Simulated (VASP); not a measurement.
# Si8O15 (a cell with a defect) in VASP: a series of runs

The runs below take Si8O15 (a cell with a defect) through single point, with PBE+D3(BJ).

The COD entry that gives the cell may itself be a prediction, so a difference from it is no test against experiment.

All numbers are computed with VASP 6.6.1; they aren't measurements. Logs are shortened: lines on timing, memory, paths and dates and some standing lists are left out, and cuts for length are marked.

### 1 The cell of the first run

The cell holds a defect, 23 atoms: a = 5.974 Å, b = 5.974 Å, c = 5.379 Å, α = 90.00°, β = 90.00°, γ = 90.00°.

### 2 Single point, PBE+D3(BJ)

File INCAR:

```
PREC = Accurate
ENCUT = 520
EDIFF = 1E-6
ISMEAR = -1
SIGMA = 0.05
LREAL = Auto
LASPH = T
NELM = 60
ALGO = Normal
ISIF = 2
LWAVE = F
LCHARG = F
GGA = PE
IVDW = 12
NBANDS = 78
```

File KPOINTS:

```
regular mesh
0
Gamma
  2 2 2
```

File POSCAR:

```
Si8O15
1.0
   -4.2244000000     -4.2244000000      0.0000000000
    4.2244000000     -4.2244000000      0.0000000000
    0.0000000000      0.0000000000      5.3792000000
Si O
8 15
Direct
    0.4980150951      0.5000000000      0.0000000000
    0.0008173744      0.5000000000      0.2507831422
    0.4990230142      0.5000000000      0.5000000000
    0.0008173744      0.5000000000      0.7492168578
   -0.0003469099      0.0000000000      0.0000000000
    0.4937447459      0.0000000000      0.2589898833
   -0.0038316426      0.0000000000      0.5000000000
    0.4937447459      0.0000000000      0.7410101167
    0.1930521175      0.5000000000      0.0000000000
    0.0056259301      0.1932589217      0.2520015698
    0.8067716028      0.5000000000      0.0000000000
    0.0056259301      0.8067410783      0.2520015698
    0.1931510884      0.5000000000      0.5000000000
    0.0056259301      0.1932589217      0.7479984302
    0.8068295655      0.5000000000      0.5000000000
    0.0056259301      0.8067410783      0.7479984302
    0.6922196621      0.0000000000      0.0000000000
    0.4981303342      0.6930784921      0.2518769109
    0.3039753787      0.0000000000      0.0000000000
    0.4981303342      0.3069215079      0.2518769109
    0.4981303342      0.6930784921      0.7481230891
    0.7000917304      0.0000000000      0.5000000000
    0.4981303342      0.3069215079      0.7481230891
```

Potentials or basis: VASP PAW PBE potentials, release 64 (Si, O).

Launch:

```sh
> cat potpaw_PBE.64/Si/POTCAR potpaw_PBE.64/O/POTCAR > POTCAR
> mpirun -np 1 vasp_std > vasp.out
```

OUTCAR:

```text
PREC = Accurate
   ENCUT = 520
   EDIFF = 1E-6
   ISMEAR = -1
   LREAL = Auto
   LASPH = T
   NELM = 60
   ISIF = 2
   GGA = PE
   IVDW = 12
 IVDW          = 12

 ion  position               nearest neighbor table
   1  0.498  0.500  0.000-  18 1.78  20 1.78  21 1.78  23 1.78   9 1.82  11 1.84   3 2.69   3 2.69

   2  0.001  0.500  0.251-  13 1.77   9 1.77  15 1.77  11 1.78  10 1.83  12 1.83   4 2.68   4 2.70

   3  0.499  0.500  0.500-  18 1.76  20 1.76  21 1.76  23 1.76  13 1.83  15 1.84   1 2.69   1 2.69
[... 9 lines left out ...]
  10  0.006  0.193  0.252-   7 1.77   5 1.78   2 1.83
  11  0.807  0.500  0.000-   2 1.78   4 1.78   1 1.84
  12  0.006  0.807  0.252-   7 1.77   5 1.78   2 1.83
  13  0.193  0.500  0.500-   2 1.77   4 1.77   3 1.83
  14  0.006  0.193  0.748-   7 1.77   5 1.78   4 1.83
  15  0.807  0.500  0.500-   2 1.77   4 1.77   3 1.84
  16  0.006  0.807  0.748-   7 1.77   5 1.78   4 1.83
  17  0.692  0.000  0.000-   6 1.83   8 1.83   5 1.84
  18  0.498  0.693  0.252-   3 1.76   1 1.78   6 1.83
  19  0.304  0.000  0.000-   6 1.80   8 1.80   5 1.82
  20  0.498  0.307  0.252-   3 1.76   1 1.78   6 1.83
  21  0.498  0.693  0.748-   3 1.76   1 1.78   8 1.83
  22  0.700  0.000  0.500-   7 1.77   6 1.79   8 1.79
  23  0.498  0.307  0.748-   3 1.76   1 1.78   8 1.83

  LATTYP: Found a simple tetragonal cell.
 ALAT       =     5.9742037729
 C/A-ratio  =     0.9004045065

  Lattice vectors:

 A1 = (  -4.2244000000,  -4.2244000000,   0.0000000000)
 A2 = (   4.2244000000,  -4.2244000000,   0.0000000000)
 A3 = (   0.0000000000,   0.0000000000,   5.3792000000)

Analysis of symmetry for initial positions (statically):
=====================================================================
 Subroutine PRICEL returns:
 Original cell was already a primitive cell.

 Routine SETGRP: Setting up the symmetry group for a
 simple tetragonal supercell.

 Subroutine GETGRP returns: Found  4 space group operations
 (whereof  4 operations were pure point group operations)
 out of a pool of 16 trial point group operations.

The static configuration has the point symmetry C_2v.

Analysis of symmetry for dynamics (positions and initial velocities):
=====================================================================
 Subroutine PRICEL returns:
 Original cell was already a primitive cell.

 Routine SETGRP: Setting up the symmetry group for a
[... 132 lines left out ...]
   LREAL  =      T    real-space projection
   EDIFFG = 0.1E-04   stopping-criterion for IOM
   NSW    =      0    number of steps for IOM
   IBRION =     -1    ionic relax: 0-MD 1-quasi-New 2-CG
   NFREE  =      0    steps in history (QN), initial steepest desc. (CG)
   ISIF   =      2    stress and relaxation
   ISYM   =      2    0-nonsym 1-usesym 2-fastsym
   POTIM  = 0.5000    time-step for ionic-motion
   TEBEG  =    0.0;   TEEND  =   0.0 temperature during run
   PSTRESS=    0.0 pullay stress
   NELECT =     122.0000    total number of electrons
   NUPDOWN=      -1.0000    fix difference up-down
   EMIN   =  10.00;   EMAX   =-10.00  energy-range for DOS
   EFERMI =   0.00;   METHOD = LEGACY
   ISMEAR =    -1;   SIGMA  =   0.05  broadening in eV -4-tet -1-fermi 0-gaus
   EFERMI_NEDOS =   21; number of points for ismear=-14 and -15
   IALGO  =     38    algorithm
   IMIX   =      4    mixing-type and parameters
     AMIX     =   0.40;   BMIX     =  1.00
     AMIX_MAG =   1.60;   BMIX_MAG =  1.00
  volume/ion in A,a.u.               =       8.35        56.33
  Fermi-wavevector in a.u.,A,eV,Ry     =   1.407458  2.659710 26.952308  1.980939
  Thomas-Fermi vector in A             =   2.529715
   LORBIT       =      0    0 simple, 1 ext, 2 COOP (PROOUT), +10 PAW based schemes
   GGA     = PE    functional components
   LHFCALC =     F    Hartree Fock is set to
   AEXX    =    0.0000 exact exchange contribution
   IVDW    =    12    specifies the selected vdW correction
   LEPSILON=     F    determine dielectric tensor
   LRPA    =     F    only Hartree local field effects (RPA)
 non-spin polarized calculation
  energy-cutoff  :      520.00
  volume of cell :      191.99
 maximum number of plane-waves:      5232
 NGX is ok and might be reduce to    48
   NGX = 23   NGY = 23   NGZ = 21

 number of electron     121.9999973 magnetization

 Free energy of the ion-electron system (eV)
  ---------------------------------------------------
  ext. energy  EPLUGINS =         0.00000000
  ---------------------------------------------------
  free energy    TOTEN  =      -173.96614908 eV

  energy without entropy =     -173.96614908  energy(sigma->0) =     -173.96614908

 E-fermi :  10.1065     XC(G=0): -11.9348

 val. band max:        8.9294273643   @ k =   0.5000   0.5000   0.5000
 cond. band min:      11.7608438600   @ k =   0.0000   0.0000   0.5000
 fundamental gap:      2.8314164958
 Fermi energy:        10.1064877787

 k-point     1 :       0.0000    0.0000    0.0000
  band No.  band energies     occupation
      1     -14.6393      2.00000
      2     -13.1463      2.00000
      3     -12.7388      2.00000
      4     -12.2379      2.00000
      5     -12.1416      2.00000
      6     -11.9307      2.00000
[... 597 lines left out ...]
     72      17.6082      0.00000
     73      17.7502      0.00000
 [bands above 73 left out]

------------------------ aborting loop because EDIFF is reached ----------------------------------------

 Edisp (eV)   -5.31610

 E8    (eV) :    -1.8423

  FORCE on cell =-STRESS in cart. coord.  units (eV):
  Direction    XX          YY          ZZ          XY          YZ          ZX
  --------------------------------------------------------------------------------------
  -------------------------------------------------------------------------------------
  Total      -4.37323    -4.37323    -8.02387    -1.60063     0.00000     0.00000
  in kB     -36.49517   -36.49517   -66.96018   -13.35745     0.00000     0.00000
  external pressure =      -46.65 kB  Pullay stress =        0.00 kB

 VOLUME and BASIS-vectors are now :
 -----------------------------------------------------------------------------
  energy-cutoff  :      520.00
  volume of cell :      191.99
      direct lattice vectors                 reciprocal lattice vectors
    -4.224400000 -4.224400000  0.000000000    -0.118360004 -0.118360004  0.000000000
     4.224400000 -4.224400000  0.000000000     0.118360004 -0.118360004  0.000000000
     0.000000000  0.000000000  5.379200000     0.000000000  0.000000000  0.185901249

 POSITION                                       TOTAL-FORCE (eV/Angst)
 -----------------------------------------------------------------------------------
      0.00839     -4.21601      0.00000         0.002729      0.002729      0.000000
      2.10875     -2.11565      1.34901        -0.003979     -0.003979     -0.002482
      0.00413     -4.22027      2.68960         0.001635      0.001635      0.000000
      2.10875     -2.11565      4.03019        -0.003979     -0.003979      0.002482
     -4.22293     -4.22293      0.00000        -0.005460     -0.005460      0.000000
     -2.08578     -2.08578      1.39316         0.003776      0.003776      0.021083
[... 15 lines left out ...]
     -2.95747     -2.95747      2.68960        -0.011664     -0.011664      0.000000
     -0.80774     -3.40086      4.02430        -0.012283      0.015728     -0.001260
 -----------------------------------------------------------------------------------
    total drift:                                0.004364      0.004364     -0.000001

  FREE ENERGIE OF THE ION-ELECTRON SYSTEM (eV)
  ---------------------------------------------------
  free  energy   TOTEN  =      -179.2822468104 eV

  energy  without entropy=     -179.2822468104  energy(sigma->0) =     -179.28224681
```

OSZICAR:

```text
N       E                     dE             d eps       ncg     rms          rms(c)
DAV:   1     0.670839506203E+03    0.67084E+03   -0.67936E+04  1248   0.152E+03
DAV:   2    -0.151595588617E+03   -0.82244E+03   -0.80466E+03  1496   0.333E+02
DAV:   3    -0.190915103755E+03   -0.39320E+02   -0.39112E+02  1552   0.759E+01
DAV:   4    -0.191320510105E+03   -0.40541E+00   -0.40455E+00  1520   0.853E+00
DAV:   5    -0.191325462130E+03   -0.49520E-02   -0.49487E-02  1504   0.892E-01    0.329E+01
DAV:   6    -0.173749307174E+03    0.17576E+02   -0.70660E+01  1424   0.301E+01    0.149E+01
DAV:   7    -0.173892437734E+03   -0.14313E+00   -0.21692E+00  1496   0.519E+00    0.561E+00
DAV:   8    -0.173938674916E+03   -0.46237E-01   -0.75117E-02  1496   0.138E+00    0.231E+00
DAV:   9    -0.173965252540E+03   -0.26578E-01   -0.35664E-02  1456   0.103E+00    0.462E-01
DAV:  10    -0.173965928846E+03   -0.67631E-03   -0.22454E-03  1552   0.196E-01    0.251E-01
DAV:  11    -0.173966129786E+03   -0.20094E-03   -0.63710E-04  1480   0.120E-01    0.544E-02
DAV:  12    -0.173966145342E+03   -0.15556E-04   -0.86265E-05  1448   0.434E-02    0.113E-02
DAV:  13    -0.173966149035E+03   -0.36932E-05   -0.23945E-05  1472   0.215E-02    0.763E-03
DAV:  14    -0.173966149077E+03   -0.42102E-07   -0.52601E-06  1384   0.115E-02
   1 F= -.17928225E+03 E0= -.17928225E+03  d E =-.230454E-10
```

Run time: 2 min. Hardware: 1 thread of AMD EPYC 9R45 (Zen 5), shared host; peak memory 0.28 GiB.

Results:

```
Free energy                : -179.2822 eV
Pressure                   : -4.7 GPa
Largest force              : 0.027 eV/Å
Band gap on the k mesh     : 2.83 eV
Dispersion energy per atom : -0.231 eV
```

Forces in eV/Å, atoms in the order of the input:
```
Si   0.003  0.003  0.000
Si  -0.004 -0.004 -0.002
Si   0.002  0.002  0.000
Si  -0.004 -0.004  0.002
Si  -0.005 -0.005  0.000
Si   0.004  0.004  0.021
Si  -0.003 -0.003  0.000
Si   0.004  0.004 -0.021
O   -0.012 -0.012  0.000
O    0.016 -0.016  0.001
O    0.017  0.017  0.000
O   -0.016  0.016  0.001
O   -0.016 -0.016  0.000
O    0.016 -0.016 -0.001
O    0.019  0.019  0.000
O   -0.016  0.016 -0.001
O   -0.008 -0.008  0.000
O    0.016 -0.012  0.001
O    0.011  0.011  0.000
O   -0.012  0.016  0.001
O    0.016 -0.012 -0.001
O   -0.012 -0.012  0.000
O   -0.012  0.016 -0.001
```

Stress tensor (GPa, compression positive):
```
-3.65 -1.34  0.00
-1.34 -3.65  0.00
 0.00  0.00 -6.70
```

Caveat: the k points lie up to 0.58 Å⁻¹ apart.

### 3 Single point, PBE+D3(BJ)

File INCAR:

```
SYSTEM = Si8O15
PREC = Accurate ; ENCUT = 520
EDIFF = 1E-6 ; ISMEAR = -1
SIGMA = 0.05 ; LREAL = Auto
LASPH = .True. ; NELM = 100
ALGO = Normal ; ISIF = 2
LWAVE = .False. ; LCHARG = .True.
GGA = PE ; IVDW = 12
LELF = .True. ; LVHAR = .True.
NBANDS = 78
```

File KPOINTS:

```
Automatic mesh
0
Gamma
  2 2 2
  0 0 0
```

File POSCAR:

```
Si8O15
1.0
   -4.2244000000     -4.2244000000      0.0000000000
    4.2244000000     -4.2244000000      0.0000000000
    0.0000000000      0.0000000000      5.3792000000
Si O
8 15
Direct
    0.5013855222      0.4998155951      0.0013645152
   -0.0014042231      0.4998075466      0.2521575699
    0.5004329609      0.4998049427      0.5013637716
   -0.0013988969      0.4998015103      0.7505731336
   -0.0004476375     -0.0001905596      0.0013834771
    0.5055752296     -0.0001886658      0.2603606484
    0.0035286668     -0.0002091421      0.5013836630
    0.5056073052     -0.0001954124      0.7423254387
    0.1926657040      0.4998141748      0.0013684191
   -0.0061757883      0.1930636303      0.2533910247
    0.8063697803      0.4998026939      0.0013611689
   -0.0061871508      0.8065526465      0.2533837745
    0.1925579964      0.4998196194      0.5013617267
   -0.0061742496      0.1930625651      0.7493582689
    0.8062369804      0.4998142932      0.5013622844
   -0.0061772086      0.8065500426      0.7493658908
    0.6953960326     -0.0001867721      0.0013628421
    0.5012469226      0.6928902329      0.2532547591
    0.3071773506     -0.0001952940      0.0013607971
    0.5012443187      0.3067262807      0.2532529001
    0.5012464492      0.6928850251      0.7494729700
    0.2992691270     -0.0002048812      0.5013487136
    0.5012259729      0.3067318436      0.7494753867
```

Potentials or basis: VASP PAW PBE potentials, release 64 (Si, O).

Launch:

```sh
> cat potpaw_PBE.64/Si/POTCAR potpaw_PBE.64/O/POTCAR > POTCAR
> mpirun -np 1 vasp_std > vasp.out
```

Wall time 2.2 min (1 thread of AMD EPYC 9R45 (Zen 5), shared host); peak memory 0.28 GiB.

Results (log left out):

```yaml
Free_energy: -179.2822 eV
Pressure: -4.6 GPa
Largest_force: 0.027 eV/Å
Band_gap_on_the_k_mesh: 2.83 eV
Dispersion_energy_per_atom: -0.231 eV
```

Forces in eV/Å, atoms in the order of the input:
```
Si  -0.001  0.000  0.001
Si   0.003  0.003 -0.001
Si   0.001  0.001  0.000
Si   0.002  0.001  0.004
Si  -0.004 -0.005 -0.001
Si  -0.011 -0.012  0.016
Si   0.019  0.015  0.001
Si  -0.011 -0.012 -0.016
O   -0.013 -0.011  0.000
O    0.019 -0.013 -0.001
O    0.014  0.013 -0.001
O   -0.013  0.019 -0.001
O   -0.020 -0.018  0.000
O    0.016 -0.010 -0.002
O    0.014  0.015  0.000
O   -0.011  0.018 -0.001
O   -0.013 -0.013 -0.002
O    0.011 -0.015  0.000
O    0.011  0.012  0.000
O   -0.015  0.011  0.000
O    0.012 -0.018  0.001
O    0.007  0.006  0.000
O   -0.018  0.012  0.001
```

Stress tensor (GPa, compression positive):
```
-3.62 -1.30  0.00
-1.30 -3.62  0.00
 0.00  0.00 -6.69
```

Levels at points of the mesh, in eV from the valence-band top:
| k point | band 57 | band 58 | band 59 | band 60 | band 61 | band 62 | band 63 | band 64 | band 65 | band 66 |
| --- | --- | --- | --- | --- | --- | --- | --- | --- | --- | --- |
| (0.00, 0.00, 0.00) | -2.93 | -2.66 | -2.42 | -1.59 | -1.10 | 3.61 | 4.27 | 4.28 | 5.23 | 5.39 |
| (0.50, 0.00, 0.00) | -2.91 | -2.76 | -2.39 | -2.19 | -0.76 | 3.04 | 4.29 | 5.04 | 5.83 | 5.95 |
| (0.00, 0.50, 0.00) | -3.21 | -2.87 | -2.57 | -2.38 | -0.33 | 3.83 | 4.53 | 5.10 | 5.42 | 5.86 |
| (0.50, 0.50, 0.00) | -2.78 | -2.64 | -2.63 | -2.40 | -0.48 | 3.42 | 5.06 | 5.33 | 5.84 | 6.42 |
| (0.00, 0.00, 0.50) | -2.91 | -2.74 | -2.38 | -2.15 | -0.27 | 2.83 | 3.92 | 5.84 | 5.92 | 6.18 |
| (0.50, 0.00, 0.50) | -2.61 | -2.36 | -2.33 | -2.24 | -0.38 | 2.87 | 3.73 | 6.00 | 6.32 | 6.80 |
| (0.00, 0.50, 0.50) | -2.79 | -2.58 | -2.39 | -2.20 | -0.07 | 3.61 | 4.16 | 5.93 | 6.09 | 6.16 |
| (0.50, 0.50, 0.50) | -2.85 | -2.83 | -2.74 | -2.63 | 0.00 | 3.56 | 3.81 | 6.67 | 7.04 | 7.06 |

Caveat: the k points lie up to 0.58 Å⁻¹ apart.

[end of part 1 of 2]
